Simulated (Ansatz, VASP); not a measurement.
## Two plane-wave programs on BP

The input INCAR:

```
SYSTEM = BP
PREC = Accurate ; ENCUT = 600
EDIFF = 1E-6 ; ISMEAR = 0
SIGMA = 0.02 ; LREAL = .False.
LASPH = .True. ; NELM = 60
ALGO = Normal ; ISIF = 3
LWAVE = .False. ; LCHARG = .False.
GGA = PE ; IBRION = 2
NSW = 100 ; EDIFFG = -0.01
```

The input KPOINTS:

```
Automatic mesh
0
Gamma
  6 6 6
  0 0 0
```

Contents of POSCAR:

```
BP
1.0
   -3.0860908729      3.0860908729      4.1275117374
    3.0860908729     -3.0860908729      4.1275117374
    3.0860908729      3.0860908729     -4.1275117374
B P
5 5
Direct
    0.1739644641      0.4479399844      0.0000000000
    0.5520600156      0.5520600156      0.7260244797
    0.0000000000      0.0000000000      0.0000000000
    0.8260355359      0.8260355359      0.2739755203
    0.4479399844      0.1739644641      0.0000000000
    0.3281461110      0.3281461110      0.2828722368
    0.9547261258      0.6718538890      0.0000000000
    0.6718538890      0.9547261258      0.0000000000
    0.0452738742      0.0452738742      0.7171277632
    0.5000000000      0.5000000000      0.0000000000
```

Input for Ansatz:

```yaml
crystal:
  lattice:
    - [-3.0860908729, 3.0860908729, 4.1275117374]
    - [3.0860908729, -3.0860908729, 4.1275117374]
    - [3.0860908729, 3.0860908729, -4.1275117374]
  atoms:
    - { symbol: B, position: [0.1739644641, 0.4479399844, 0.0] }
    - { symbol: B, position: [0.5520600156, 0.5520600156, 0.7260244797] }
    - { symbol: B, position: [0.0, 0.0, 0.0] }
    - { symbol: B, position: [0.8260355359, 0.8260355359, 0.2739755203] }
    - { symbol: B, position: [0.4479399844, 0.1739644641, 0.0] }
    - { symbol: P, position: [0.328146111, 0.328146111, 0.2828722368] }
    - { symbol: P, position: [0.9547261258, 0.671853889, 0.0] }
    - { symbol: P, position: [0.671853889, 0.9547261258, 0.0] }
    - { symbol: P, position: [0.0452738742, 0.0452738742, 0.7171277632] }
    - { symbol: P, position: [0.5, 0.5, 0.0] }
basis:
  ecutwfc: 420
kpoints:
  mp_grid: { grid: [6, 6, 6] }
hamiltonian:
  xc: pbe
scf:
  occupations: { method: gaussian, width: 0.02 }
output:
  forces: true
  stress: true
  eigenvalues: true
  write_density: true
  write_potential: true
  elf: true
  volumetric_format: npy
relax:
  adjacent_minimum: "off"
  f_tol: 0.01
  max_steps: 80
  cell: { stress_tol: 0.05 }
```

Alike in both runs: task relaxation of cell and atoms; functional PBE; k mesh 6 × 6 × 6; occupations gaussian, width 0.02 eV; no spin polarisation.

|  | VASP | Ansatz |
| --- | --- | --- |
| version | VASP 6.6.1 | Ansatz 0.2.0 |
| potentials or method | VASP PAW PBE potentials, release 64 (B, P), cutoff 600 eV | scalar-relativistic, plane waves, PAW |
| valence electrons in the cell | 40 | 40 |

Ansatz gave:

```
gap on the k mesh at the Fermi level, each at its own relaxed structure (eV) : 1.32
relaxed volume (Å³/atom)                                                     : 15.75
relaxed cell length with the largest relative difference (Å)                 : 6.009
```

Question: What did VASP give for the same quantities?

Answer: gap on the k mesh at the Fermi level, each at its own relaxed structure (eV): 1.31; relaxed volume (Å³/atom): 15.72; relaxed cell length with the largest relative difference (Å): 6.005.
